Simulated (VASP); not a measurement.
# MgS in VASP: single point with PBE+D3(BJ)

Aim: the single point of MgS with PBE+D3(BJ).

All numbers are computed with VASP 6.6.1; they aren't measurements. Logs are shortened: lines on timing, memory, paths and dates and some standing lists are left out, and cuts for length are marked.

## 1. The cell of the first run

The cell holds a sheet with vacuum, 4 atoms: a = 3.483 Å, b = 3.483 Å, c = 31.360 Å, α = 90.00°, β = 90.00°, γ = 90.00°.

## 2. Single point, PBE+D3(BJ)

The input, POSCAR:

```
MgS
1.0
    3.4830715511      0.0000000000      0.0000000000
    0.0000000000      3.4830715511      0.0000000000
    0.0000000000      0.0000000000     31.3600000000
Mg S
2 2
Direct
    0.0000000000      0.0000000000      0.2191053273
    0.0000000000      0.0000000000      0.3548742645
    0.5000000000      0.5000000000      0.2194316731
    0.5000000000      0.5000000000      0.3545479187
```

The input, INCAR.step1:

```
ALGO     = Normal         # electronic algorithm
DIPOL    = 0.5 0.5 0.287
EDIFF    = 1E-7           # SCF threshold, eV
ENCUT    = 520            # plane-wave cutoff, eV
GGA      = PE             # functional
IDIPOL   = 3            
ISIF     = 2              # what is computed and relaxed
ISMEAR   = 0              # smearing method
IVDW     = 12             # dispersion correction
LASPH    = True           # aspherical terms in the spheres
LCHARG   = True           # write CHGCAR
LDIPOL   = True         
LREAL    = False          # projectors in reciprocal space
LWAVE    = False          # write WAVECAR
NBANDS   = 16             # bands
NELM     = 100            # most SCF steps
PREC     = Accurate       # precision mode
SIGMA    = 0.02           # smearing width, eV
```

The input, KPOINTS.step1:

```
k-points
0
Gamma
  8 8 1
```

The input, INCAR.step2:

```
ALGO     = Normal         # electronic algorithm
DIPOL    = 0.5 0.5 0.287
EDIFF    = 1E-7           # SCF threshold, eV
ENCUT    = 520            # plane-wave cutoff, eV
GGA      = PE             # functional
ICHARG   = 11             # starting density
IDIPOL   = 3            
ISIF     = 2              # what is computed and relaxed
ISMEAR   = -5             # smearing method
IVDW     = 12             # dispersion correction
LASPH    = True           # aspherical terms in the spheres
LCHARG   = False          # write CHGCAR
LDIPOL   = True         
LORBIT   = 11             # projections on sites
LREAL    = False          # projectors in reciprocal space
LWAVE    = False          # write WAVECAR
NEDOS    = 2001           # points of the DOS
NELM     = 100            # most SCF steps
PREC     = Accurate       # precision mode
SIGMA    = 0.02           # smearing width, eV
```

The input, KPOINTS.step2:

```
k-points
0
Gamma
  12 12 1
```

Potentials or basis: VASP PAW PBE potentials, release 64 (Mg, S).

The run is started by

```bash
> cat potpaw_PBE.64/Mg/POTCAR potpaw_PBE.64/S/POTCAR > POTCAR
> cp INCAR.step1 INCAR
> cp KPOINTS.step1 KPOINTS
> mpirun -np 1 vasp_std > vasp.out
> cp INCAR.step2 INCAR
> cp KPOINTS.step2 KPOINTS
> mpirun -np 1 vasp_std > vasp.out
```

OUTCAR:

```text
EDIFF = 1E-7
   ENCUT = 520
   GGA = PE
   ICHARG = 11
   ISIF = 2
   ISMEAR = -5
   IVDW = 12
   LASPH = True
   LORBIT = 11
   LREAL = False
   NELM = 100
   PREC = Accurate
 IVDW          = 12

 ion  position               nearest neighbor table
   1  0.000  0.000  0.219-   3 2.46   3 2.46   3 2.46   3 2.46
   2  0.000  0.000  0.355-   4 2.46   4 2.46   4 2.46   4 2.46
   3  0.500  0.500  0.219-   1 2.46   1 2.46   1 2.46   1 2.46
   4  0.500  0.500  0.355-   2 2.46   2 2.46   2 2.46   2 2.46

  LATTYP: Found a simple tetragonal cell.
 ALAT       =     3.4830715511
 C/A-ratio  =     9.0035474551

  Lattice vectors:

 A1 = (   3.4830715511,   0.0000000000,   0.0000000000)
 A2 = (   0.0000000000,   3.4830715511,   0.0000000000)
 A3 = (   0.0000000000,   0.0000000000,  31.3600000000)

Analysis of symmetry for initial positions (statically):
=====================================================================
 Subroutine PRICEL returns:
 Original cell was already a primitive cell.

 Routine SETGRP: Setting up the symmetry group for a
 simple tetragonal supercell.

 Subroutine GETGRP returns: Found 16 space group operations
 (whereof  8 operations were pure point group operations)
 out of a pool of 16 trial point group operations.

The static configuration has the point symmetry C_4v.
 The point group associated with its full space group is D_4h.

Analysis of symmetry for dynamics (positions and initial velocities):
=====================================================================
 Subroutine PRICEL returns:
 Original cell was already a primitive cell.

 Routine SETGRP: Setting up the symmetry group for a
 simple tetragonal supercell.

 Subroutine GETGRP returns: Found 16 space group operations
 (whereof  8 operations were pure point group operations)
 out of a pool of 16 trial point group operations.

The dynamic configuration has the point symmetry C_4v.
 The point group associated with its full space group is D_4h.

 Subroutine INISYM returns: Found 16 space group operations
 (whereof  8 operations are pure point group operations),
 and found     1 'primitive' translations

----------------------------------------------------------------------------------------

                                     Primitive cell

  volume of cell :     380.4529

  direct lattice vectors                    reciprocal lattice vectors
     3.483071551  0.000000000  0.000000000     0.287102916  0.000000000  0.000000000
     0.000000000  3.483071551  0.000000000     0.000000000  0.287102916  0.000000000
     0.000000000  0.000000000 31.360000000     0.000000000  0.000000000  0.031887755

  length of vectors
     3.483071551  3.483071551 31.360000000     0.287102916  0.287102916  0.031887755

  position of ions in fractional coordinates (direct lattice)
     0.000000000  0.000000000  0.219105327
     0.000000000  0.000000000  0.354874264
     0.500000000  0.500000000  0.219431673
     0.500000000  0.500000000  0.354547919

  ion indices of the primitive-cell ions
   primitive index   ion index
                 1           1
                 2           2
                 3           3
                 4           4

----------------------------------------------------------------------------------------

 KPOINTS: k-points

Automatic generation of k-mesh.
 Grid dimensions read from file:
 generate k-points for:   12   12    1

 Generating k-lattice:

  Cartesian coordinates                     Fractional coordinates (reciprocal lattice)
     0.023925243  0.000000000  0.000000000     0.083333333  0.000000000  0.000000000
     0.000000000  0.023925243  0.000000000     0.000000000  0.083333333  0.000000000
     0.000000000  0.000000000  0.031887755     0.000000000  0.000000000  1.000000000

  Length of vectors
     0.023925243  0.023925243  0.031887755

  Shift w.r.t. Gamma in fractional coordinates (k-lattice)
     0.000000000  0.000000000  0.000000000

 TETIRR: Found    222 inequivalent tetrahedra from      864

 Subroutine IBZKPT returns following result:
 ===========================================

 Found     28 irreducible k-points:

 Following reciprocal coordinates:
            Coordinates               Weight
  0.000000  0.000000  0.000000      1.000000
  0.083333  0.000000  0.000000      4.000000
  0.166667  0.000000  0.000000      4.000000
  0.250000  0.000000  0.000000      4.000000
  0.333333  0.000000  0.000000      4.000000
  0.416667  0.000000  0.000000      4.000000
[... 16 lines left out ...]
  0.333333  0.333333  0.000000      4.000000
  0.416667  0.333333  0.000000      8.000000
 [... further k-points ...]
   k-points           NKPTS =     28   k-points in BZ     NKDIM =     28   number of bands    NBANDS=     12
   number of dos      NEDOS =   2001   number of ions     NIONS =      4
   total plane-waves  NPLWV = 188160
   dimension x,y,z NGX =    28 NGY =   28 NGZ =  240
   dimension x,y,z NGXF=    56 NGYF=   56 NGZF=  480
   ions per type =               2   2
   NGX,Y,Z   is equivalent  to a cutoff of  13.36, 13.36, 12.72 a.u.
   NGXF,Y,Z  is equivalent  to a cutoff of  26.73, 26.73, 25.45 a.u.
 SYSTEM =  unknown system
   PREC   = accura    normal or accurate (medium, high low for compatibility)
   ISTART =      0    job   : 0-new  1-cont  2-samecut
   ICHARG =     11    charge: 1-file 2-atom 10-const
   ISPIN  =      1    spin polarized calculation?
   LNONCOLLINEAR =      F non collinear calculations
   LSORBIT =      F    spin-orbit coupling
   LASPH  =      T    aspherical Exc in radial PAW
   ENCUT  =  520.0 eV  38.22 Ry    6.18 a.u.   6.48  6.48 58.31*2*pi/ulx,y,z
   NELM   =    100;   NELMIN=  2; NELMDL=  0     # of ELM steps
   EDIFF  = 0.1E-06   stopping-criterion for ELM
   LREAL  =      F    real-space projection
   EDIFFG = 0.1E-05   stopping-criterion for IOM
   NSW    =      0    number of steps for IOM
   IBRION =     -1    ionic relax: 0-MD 1-quasi-New 2-CG
   NFREE  =      0    steps in history (QN), initial steepest desc. (CG)
   ISIF   =      2    stress and relaxation
   ISYM   =      2    0-nonsym 1-usesym 2-fastsym
   POTIM  = 0.5000    time-step for ionic-motion
   TEBEG  =    0.0;   TEEND  =   0.0 temperature during run
   PSTRESS=    0.0 pullay stress
   NELECT =      16.0000    total number of electrons
   NUPDOWN=      -1.0000    fix difference up-down
   EMIN   =  10.00;   EMAX   =-10.00  energy-range for DOS
   EFERMI =   0.00;   METHOD = LEGACY
   ISMEAR =    -5;   SIGMA  =   0.02  broadening in eV -4-tet -1-fermi 0-gaus
   EFERMI_NEDOS =   21; number of points for ismear=-14 and -15
   IALGO  =     38    algorithm
   IMIX   =      4    mixing-type and parameters
     AMIX     =   0.40;   BMIX     =  1.00
     AMIX_MAG =   1.60;   BMIX_MAG =  1.00
  volume/ion in A,a.u.               =      95.11       641.86
  Fermi-wavevector in a.u.,A,eV,Ry     =   0.569309  1.075838  4.409818  0.324112
  Thomas-Fermi vector in A             =   1.608895
   LORBIT       =     11    0 simple, 1 ext, 2 COOP (PROOUT), +10 PAW based schemes
   GGA     = PE    functional components
   LHFCALC =     F    Hartree Fock is set to
   AEXX    =    0.0000 exact exchange contribution
   IVDW    =    12    specifies the selected vdW correction
   LEPSILON=     F    determine dielectric tensor
   LRPA    =     F    only Hartree local field effects (RPA)
 non-spin polarized calculation
 Fermi weights with tetrahedron method with Bloechl corrections
  energy-cutoff  :      520.00
  volume of cell :      380.45
 maximum number of plane-waves:     10333
 NGX is ok and might be reduce to    28

 number of electron      16.0000001 magnetization

 dipolmoment           0.000000      0.000000     -0.000039 electrons x Angstroem

 Free energy of the ion-electron system (eV)
  ---------------------------------------------------
  ext. energy  EPLUGINS =         0.00000000
  ---------------------------------------------------
  free energy    TOTEN  =       -15.44921029 eV

  energy without entropy =      -15.44921029  energy(sigma->0) =      -15.44921029

 E-fermi :  -3.3301     XC(G=0):  -2.3556

 val. band max:       -3.3388539998   @ k =   0.5000   0.5000   0.0000
 cond. band min:      -1.1996282553   @ k =   0.5000   0.5000   0.0000
 fundamental gap:      2.1392257444
 Fermi energy:        -3.3300594610

 k-point     1 :       0.0000    0.0000    0.0000
  band No.  band energies     occupation
      1     -15.3455      2.00000
      2     -15.2820      2.00000
      3      -5.7313      2.00000
      4      -4.9918      2.00000
      5      -4.0047      2.00000
      6      -4.0047      2.00000
      7      -3.9609      2.00000
      8      -3.9609      2.00000
      9      -0.9362      0.00000
     10       0.0767      0.00000
     11       1.3307      0.00000
     12       1.5173      0.00000

 k-point     2 :       0.0833    0.0000    0.0000
  band No.  band energies     occupation
      1     -15.3013      2.00000
      2     -15.2384      2.00000
      3      -5.6760      2.00000
      4      -4.9459      2.00000
      5      -4.4334      2.00000
      6      -4.3595      2.00000
      7      -3.9812      2.00000
      8      -3.9381      2.00000
      9      -0.6938      0.00000
     10       0.2875      0.00000
     11       1.3997      0.00000
     12       1.6467      0.00000
[... 316 lines left out ...]
 k-point    24 :       0.4167    0.3333    0.0000
  band No.  band energies     occupation
      1     -14.1695      2.00000
      2     -14.1257      2.00000
      3      -6.9401      2.00000
      4      -6.8344      2.00000
      5      -6.2153      2.00000
      6      -6.1336      2.00000
      7      -4.0707      2.00000
      8      -3.6153      2.00000
      9      -0.2219      0.00000
     10       0.3166      0.00000
     11       1.2523      0.00000
     12       2.5531      0.00000

 [... further k-points ...]

------------------------ aborting loop because EDIFF is reached ----------------------------------------

 vacuum level on the upper side and lower side of the slab       (xc-potential included)        -0.011        -0.011

 Edisp (eV)   -0.71879

 E8    (eV) :    -0.2955

  FORCE on cell =-STRESS in cart. coord.  units (eV):
  Direction    XX          YY          ZZ          XY          YZ          ZX
  --------------------------------------------------------------------------------------
  -------------------------------------------------------------------------------------
  Total      -0.13907    -0.13907     0.02943     0.00000     0.00000     0.00000
  in kB      -0.58564    -0.58564     0.12392     0.00000     0.00000     0.00000
  external pressure =       -0.35 kB  Pullay stress =        0.00 kB

 VOLUME and BASIS-vectors are now :
 -----------------------------------------------------------------------------
  energy-cutoff  :      520.00
  volume of cell :      380.45
      direct lattice vectors                 reciprocal lattice vectors
     3.483071551  0.000000000  0.000000000     0.287102916  0.000000000  0.000000000
     0.000000000  3.483071551  0.000000000     0.000000000  0.287102916  0.000000000
     0.000000000  0.000000000 31.360000000     0.000000000  0.000000000  0.031887755

 POSITION                                       TOTAL-FORCE (eV/Angst)
 -----------------------------------------------------------------------------------
      0.00000      0.00000      6.87114         0.000000      0.000000     -0.004184
      0.00000      0.00000     11.12886         0.000000     -0.000000      0.004184
      1.74154      1.74154      6.88138         0.000000      0.000000     -0.009157
      1.74154      1.74154     11.11862         0.000000     -0.000000      0.009157
 -----------------------------------------------------------------------------------
    total drift:                               -0.000000      0.000000     -0.002737

  FREE ENERGIE OF THE ION-ELECTRON SYSTEM (eV)
  ---------------------------------------------------
  free  energy   TOTEN  =       -16.1679961103 eV

  energy  without entropy=      -16.1679961103  energy(sigma->0) =      -16.16799611

 vacuum level on the upper side and lower side of the slab         1.653         1.653

 total charge

# of ion       s       p       d       tot
------------------------------------------
    1        0.150   0.131   0.040   0.321
    2        0.150   0.131   0.040   0.321
    3        1.315   2.501   0.000   3.816
    4        1.315   2.501   0.000   3.816
--------------------------------------------------
tot          2.929   5.264   0.080   8.273
```

Wall time 8.6 min (1 thread of Intel Xeon 8259CL, shared host); peak memory 0.48 GiB.

What came out:

- Valence electrons inside the program's atomic spheres: Mg 0.32; S 3.82
- Dispersion energy per atom: -0.180 eV
